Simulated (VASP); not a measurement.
**AgCl: single point with PBE**

The system is AgCl.

```
CELL_PARAMETERS angstrom
0.00000 2.81475 2.81475
2.77315 0.04160 2.77315
2.77315 2.77315 0.04160
ATOMIC_POSITIONS crystal
Ag 0.50000 0.50000 0.50000
Cl 0.00000 0.00000 0.00000
```

This cell differs from its parent crystal: strain +0.0300 x Voigt [0, 0, 0, 1, 0, 0].

```
Program                : VASP 6.6.1
Task                   : single point
Functional             : PBE
Potentials or basis    : VASP PAW PBE potentials, release 64 (Ag, Cl)
Cutoff                 : 520 eV
k mesh                 : 8 × 8 × 8
Occupations            : gaussian, width 0.05 eV
Spin                   : no spin polarisation
Dipole correction      : no
Further INCAR settings : ALGO = Normal; EDIFF = 1e-06; NBANDS = 16
```

* Pressure: 1.5 GPa
* Band gap on the k mesh: 0.88 eV (least direct gap 3.15 eV)

Stress tensor (GPa, compression positive):
```
 1.46  0.00  0.00
 0.00  1.47 -0.16
 0.00 -0.16  1.47
```

Levels at points of the mesh, in eV from the valence-band top:
```
           k point  band 7  band 8  band 9  band 10  band 11  band 12
(0.00, 0.00, 0.00)   -2.41   -2.35   -2.28     0.88    10.65    10.83
(0.50, 0.00, 0.00)   -1.81   -0.05   -0.02     4.27     6.44     7.66
(0.00, 0.50, 0.00)   -1.76   -0.03    0.00     4.17     6.57     7.47
(0.50, 0.50, 0.00)   -1.98   -1.98   -1.90     2.36     8.00     8.59
(0.00, 0.50, 0.50)   -1.98   -1.98   -1.90     2.35     8.01     8.61
```

Run time: 52 s on 1 thread of Intel(R) Xeon(R) Platinum 8259CL CPU @ 2.50GHz (Skylake/Cascade Lake), with other jobs on the host, peak memory 0.21 GiB.

Caveat: the cell differs from its parent crystal (strain +0.0300 x Voigt [0, 0, 0, 1, 0, 0]). A k mesh can miss the band edges.
